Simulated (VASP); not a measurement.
Sn3Se2, 5 atoms in the cell. The structure is cubic, space group Pm-3m (No. 221). Conventional cell: a = 5.530 Å, b = 5.530 Å, c = 5.530 Å, α = 90.00°, β = 90.00°, γ = 90.00°. Within 3.6 Å of Sn (site symmetry 4/mmm) lie 2 Se at 2.77 Å. Se (site symmetry m-3m) has 12 Sn at 3.91 Å and 8 Se at 4.79 Å within 5.1 Å. Within 3.6 Å of Se (site symmetry m-3m) lie 6 Sn at 2.77 Å. 

- Program: VASP 6.6.1
- Task: relaxation of cell and atoms
- Functional: PBE
- Potentials or basis: VASP PAW PBE potentials, release 64 (Sn_d, Se)
- Cutoff: 500 eV
- k mesh: 3 × 3 × 3
- Occupations: gaussian, width 0.2 eV
- Spin: no spin polarisation
- Dipole correction: no
- Further INCAR settings: ALGO = Normal; EDIFF = 1e-07; IBRION = 2; EDIFFG = -0.08; NSW = 36; ISIF = 3

Potentials or basis: VASP PAW PBE potentials, release 64 (Sn_d, Se).

The run is started by

```sh
$ cat potpaw_PBE.64/Sn_d/POTCAR potpaw_PBE.64/Se/POTCAR > POTCAR
$ mpirun -np 1 vasp_std > vasp.out
```

Hardware: 1 thread of Intel(R) Xeon(R) 6975P-C (Granite Rapids), with other jobs on the host.

Task: Estimate the wall time of this run.

Result: Run time: 20 s on 1 thread of Intel(R) Xeon(R) 6975P-C (Granite Rapids) (shared host), peak memory 0.23 GiB. Counts: scf iterations 15, k points 4, ion steps 1.
